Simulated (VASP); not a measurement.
# TePb (Pm-3m) in VASP: further runs, part 2 of 2

VASP 6.6.1. The steps go on from the part before.

### Step 3. Relaxation of cell and atoms, RPBE+D3(BJ)

Input file INCAR:

```
SYSTEM = TePb
PREC     = Accurate       ! precision mode
ENCUT    = 600            ! plane-wave cutoff, eV
EDIFF    = 1E-7           ! SCF threshold, eV
ISMEAR   = -1             ! smearing method
SIGMA    = 0.05           ! smearing width, eV
LREAL    = .FALSE.        ! projectors in reciprocal space
LASPH    = .TRUE.         ! aspherical terms in the spheres
NELM     = 100            ! most SCF steps
ALGO     = Normal         ! electronic algorithm
ISIF     = 3              ! what is computed and relaxed
LWAVE    = .FALSE.        ! write WAVECAR
LCHARG   = .FALSE.        ! write CHGCAR
GGA      = RP             ! functional
IVDW     = 12             ! dispersion correction
IBRION   = 2              ! ionic algorithm
NSW      = 80             ! ionic steps
EDIFFG   = -0.01          ! ionic threshold
```

Input file KPOINTS:

```
regular mesh
0
G
  7 7 7
  0 0 0
```

Input file POSCAR:

```
TePb
1.0
    4.0022870000      0.0000000000      0.0000000000
    0.0000000000      4.0022870000      0.0000000000
    0.0000000000      0.0000000000      4.0022870000
Pb Te
1 1
Direct
    0.0000000000      0.0000000000      0.0000000000
    0.5000000000      0.5000000000      0.5000000000
```

Potentials or basis: VASP PAW PBE potentials, release 64 (Pb_d, Te).

Command:

```bash
cat potpaw_PBE.64/Pb_d/POTCAR potpaw_PBE.64/Te/POTCAR > POTCAR
mpirun -np 1 vasp_std > vasp.out
```

Run time: 1.8 min. Hardware: 1 thread of Intel Xeon 6975P-C, shared host; peak memory 0.21 GiB.

The run converged. Its results:

```yaml
Free_energy: -11.8353 eV
Relaxed_volume: 22.11 Å³/atom
Relaxed_cell: a = 3.536 Å, b = 3.536 Å, c = 3.536 Å, α = 90.00°, β = 90.00°, γ = 90.00°
Space_group_after_relaxing_to_0.05_Å: Pm-3m (No. 221)
Energy_gained_by_relaxing: 746.7 meV/atom
Ionic_steps: 12
Pressure_after_relaxing: 0.0 GPa
Band_gap_on_the_k_mesh: zero (band 10 reaches 12.22 eV, above the bottom of band 11 at 9.87 eV)
Dispersion_energy_per_atom: -3.571 eV
```

Step by step:
```
step  energy change (eV)  largest force (eV/Å)  pressure (GPa)  volume (Å³)
   1              0.0000                0.0000          -13.74        64.11
   2             -1.4374                0.0000            7.96        41.84
   3             -1.4934                0.0000            0.26        44.14
   4             -1.4929                0.0000           -0.71        44.49
   5             -1.4930                0.0000           -0.65        44.47
   6             -1.4932                0.0000           -0.47        44.40
   7             -1.4932                0.0000           -0.47        44.40
   8             -1.4933                0.0000           -0.45        44.39
   9             -1.4933                0.0000           -0.42        44.38
  10             -1.4933                0.0000           -0.35        44.36
  11             -1.4934                0.0000           -0.22        44.31
  12             -1.4935                0.0000            0.04        44.22
```

Final structure:
```
Pb Te
1.0
     3.53610    0.00000    0.00000
     0.00000    3.53610    0.00000
     0.00000    0.00000    3.53610
Pb Te
1 1
Direct
  0.00000 0.00000 0.00000
  0.50000 0.50000 0.50000
```

Levels at points of the mesh, in eV from the Fermi level:
```
           k point  band 7  band 8  band 9  band 10  band 11  band 12  band 13  band 14
(0.00, 0.00, 0.00)   -5.36   -2.66   -2.66    -2.66     3.31     3.31     8.15     8.15
```

Caveat: the volume moved by over 15 % at a fixed basis, so the end points are rough; the PAW data sets were made with another functional, which shifts forces and pressure a little; spin-orbit coupling is left out, which moves the levels of the heavy elements; pairwise dispersion overbinds metals, which lowers pressure and volume.

### Step 4. Single point, r2SCAN

This run uses another cell than the first one, of 30.13 Å³/atom, 0.940 times its volume.

Input file POSCAR:

```
TePb
1.0
    3.9205847483      0.0000000000      0.0000000000
    0.0000000000      3.9205847483      0.0000000000
    0.0000000000      0.0000000000      3.9205847483
Pb Te
1 1
Direct
    0.0000000000      0.0000000000      0.0000000000
    0.5000000000      0.5000000000      0.5000000000
```

Input file INCAR.step1:

```
SYSTEM = TePb
PREC = Accurate ; ENCUT = 520
ISMEAR = -1 ; SIGMA = 0.05
LREAL = .FALSE. ; LASPH = .TRUE.
NELM = 60 ; NBANDS = 17
GGA = PE ; ALGO = Normal
EDIFF = 1E-4 ; LWAVE = .TRUE.
LCHARG = .FALSE.
```

Input file INCAR.step2:

```
SYSTEM = TePb
PREC = Accurate ; ENCUT = 520
EDIFF = 1E-7 ; ISMEAR = -1
SIGMA = 0.05 ; LREAL = .FALSE.
LASPH = .TRUE. ; NELM = 60
ALGO = Normal ; ISIF = 2
LWAVE = .FALSE. ; LCHARG = .TRUE.
METAGGA = R2SCAN ; LMIXTAU = .TRUE.
LELF = .TRUE. ; LVHAR = .TRUE.
NBANDS = 17 ; ISTART = 1
```

Input file KPOINTS:

```
Automatic mesh
0
G
  7 7 7
  0 0 0
```

Command:

```bash
cat potpaw_PBE.64/Pb_d/POTCAR potpaw_PBE.64/Te/POTCAR > POTCAR
cp INCAR.step1 INCAR
mpirun -np 1 vasp_std > vasp.out
cp INCAR.step2 INCAR
mpirun -np 1 vasp_std > vasp.out
```

It took 72 s on 1 thread of Intel Xeon 6975P-C, shared host; peak memory 0.18 GiB.

Results (log left out):

| Item | Value |
| --- | --- |
| Free energy | -82.1206 eV |
| Pressure | 2.9 GPa |
| Band gap on the k mesh | zero (band 10 reaches 7.16 eV, above the bottom of band 11 at 6.36 eV) |

Levels at points of the mesh, in eV from the Fermi level:
| k point | band 8 | band 9 | band 10 | band 11 | band 12 | band 13 |
| --- | --- | --- | --- | --- | --- | --- |
| (0.00, 0.00, 0.00) | -1.82 | -1.82 | -1.82 | 4.39 | 4.39 | 5.97 |

Caveat: the PAW data sets were made with another functional, which shifts forces and pressure a little; spin-orbit coupling is left out, which moves the levels of the heavy elements.

### Step 5. Single point, r2SCAN

This run uses another cell than the first one, of 30.77 Å³/atom, 0.960 times its volume.

Input file POSCAR:

```
TePb
1.0
    3.9481954097      0.0000000000      0.0000000000
    0.0000000000      3.9481954097      0.0000000000
    0.0000000000      0.0000000000      3.9481954097
Pb Te
1 1
Direct
    0.0000000000      0.0000000000      0.0000000000
    0.5000000000      0.5000000000      0.5000000000
```

Input file INCAR.step1:

```
SYSTEM = TePb
ALGO = Normal ; EDIFF = 1E-4
ENCUT = 520 ; GGA = PE
ISMEAR = -1 ; LASPH = .True.
LCHARG = .False. ; LREAL = .False.
LWAVE = .True. ; NBANDS = 17
NELM = 60 ; PREC = Accurate
SIGMA = 0.05
```

Input file INCAR.step2:

```
SYSTEM = TePb
ALGO = Normal ; EDIFF = 1E-6
ENCUT = 520 ; ISIF = 2
ISMEAR = -1 ; ISTART = 1
LASPH = .True. ; LCHARG = .True.
LELF = .True. ; LMIXTAU = .True.
LREAL = .False. ; LVHAR = .True.
LWAVE = .False. ; METAGGA = R2SCAN
NBANDS = 17 ; NELM = 60
PREC = Accurate ; SIGMA = 0.05
```

Input file KPOINTS:

```
k-points
0
Gamma
  7 7 7
  0 0 0
```

Command:

```bash
cat potpaw_PBE.64/Pb_d/POTCAR potpaw_PBE.64/Te/POTCAR > POTCAR
cp INCAR.step1 INCAR
mpirun -np 1 vasp_std > vasp.out
cp INCAR.step2 INCAR
mpirun -np 1 vasp_std > vasp.out
```

Wall time 69 s (1 thread of Intel Xeon 6975P-C, shared host); peak memory 0.18 GiB.

Results (log left out):

```yaml
Free_energy: -82.1392 eV
Pressure: 1.7 GPa
Band_gap_on_the_k_mesh: zero (band 10 reaches 6.90 eV, above the bottom of band 11 at 6.16 eV)
```

Levels at points of the mesh, in eV from the Fermi level:
| k point | band 8 | band 9 | band 10 | band 11 | band 12 | band 13 |
| --- | --- | --- | --- | --- | --- | --- |
| (0.00, 0.00, 0.00) | -1.77 | -1.77 | -1.77 | 4.41 | 4.41 | 5.81 |

Caveat: the PAW data sets were made with another functional, which shifts forces and pressure a little; spin-orbit coupling is left out, which moves the levels of the heavy elements.

### Step 6. Single point, r2SCAN

This run uses another cell than the first one, of 31.41 Å³/atom, 0.980 times its volume.

Input file POSCAR:

```
TePb
1.0
    3.9754252041      0.0000000000      0.0000000000
    0.0000000000      3.9754252041      0.0000000000
    0.0000000000      0.0000000000      3.9754252041
Pb Te
1 1
Direct
    0.0000000000      0.0000000000      0.0000000000
    0.5000000000      0.5000000000      0.5000000000
```

Input file INCAR.step1:

```
SYSTEM = TePb
PREC     = Accurate       ! precision mode
ENCUT    = 520            ! plane-wave cutoff, eV
ISMEAR   = -1             ! smearing method
SIGMA    = 0.05           ! smearing width, eV
LREAL    = .False.        ! projectors in reciprocal space
LASPH    = .True.         ! aspherical terms in the spheres
NELM     = 60             ! most SCF steps
NBANDS   = 17             ! bands
GGA      = PE             ! functional
ALGO     = Normal         ! electronic algorithm
EDIFF    = 1E-4           ! SCF threshold, eV
LWAVE    = .True.         ! write WAVECAR
LCHARG   = .False.        ! write CHGCAR
```

Input file INCAR.step2:

```
SYSTEM = TePb
PREC     = Accurate       ! precision mode
ENCUT    = 520            ! plane-wave cutoff, eV
EDIFF    = 1E-6           ! SCF threshold, eV
ISMEAR   = -1             ! smearing method
SIGMA    = 0.05           ! smearing width, eV
LREAL    = .False.        ! projectors in reciprocal space
LASPH    = .True.         ! aspherical terms in the spheres
NELM     = 60             ! most SCF steps
ALGO     = Normal         ! electronic algorithm
ISIF     = 2              ! what is computed and relaxed
LWAVE    = .False.        ! write WAVECAR
LCHARG   = .False.        ! write CHGCAR
METAGGA  = R2SCAN         ! meta-GGA
LMIXTAU  = .True.       
NBANDS   = 17             ! bands
ISTART   = 1
```

Input file KPOINTS:

```
Automatic mesh
0
Gamma
  7 7 7
  0 0 0
```

Potentials or basis: VASP PAW PBE potentials, release 64 (Pb_d, Te).

Command:

```bash
cat potpaw_PBE.64/Pb_d/POTCAR potpaw_PBE.64/Te/POTCAR > POTCAR
cp INCAR.step1 INCAR
mpirun -np 1 vasp_std > vasp.out
cp INCAR.step2 INCAR
mpirun -np 1 vasp_std > vasp.out
```

Wall time 69 s (1 thread of Intel Xeon 6975P-C, shared host); peak memory 0.18 GiB.

Results (log left out):

* Free energy: -82.1493 eV
* Pressure: 0.7 GPa
* Band gap on the k mesh: zero (band 10 reaches 6.66 eV, above the bottom of band 11 at 5.97 eV)

Levels at points of the mesh, in eV from the Fermi level:
| k point | band 7 | band 8 | band 9 | band 10 | band 11 | band 12 | band 13 | band 14 |
| --- | --- | --- | --- | --- | --- | --- | --- | --- |
| (0.00, 0.00, 0.00) | -6.86 | -1.72 | -1.72 | -1.72 | 4.44 | 4.44 | 5.65 | 5.65 |

Caveat: the PAW data sets were made with another functional, which shifts forces and pressure a little; spin-orbit coupling is left out, which moves the levels of the heavy elements.

### Step 7. Summary

```tsv
task	level	cell	cutoff (eV)	gap on the mesh (eV)	pressure (GPa)	relaxed volume (Å³/atom)
relaxation of cell and atoms	BLYP	relaxed from a = 4.002 Å, 2 atoms	600	none	0.0	35.16
relaxation of cell and atoms	RPBE+D3(BJ)	relaxed from a = 4.002 Å, 2 atoms	600	none	0.0	22.11
single point	r2SCAN	a = 3.921 Å, 2 atoms	520	none	2.9	-
single point	r2SCAN	a = 3.948 Å, 2 atoms	520	none	1.7	-
single point	r2SCAN	a = 3.975 Å, 2 atoms	520	none	0.7	-
```

Alike in all rows: potentials or basis VASP PAW PBE potentials, release 64 (Pb_d, Te); no spin polarisation; k mesh 7 × 7 × 7; smearing fermi-dirac 0.05 eV.

Caveats: the PAW data sets were made with another functional, which shifts forces and pressure a little; spin-orbit coupling is left out, which moves the levels of the heavy elements; the volume moved by over 15 % at a fixed basis, so the end points are rough (some runs); pairwise dispersion overbinds metals, which lowers pressure and volume (some runs).

Total energies depend on the potentials used, so only differences within one code and one set of settings carry meaning.
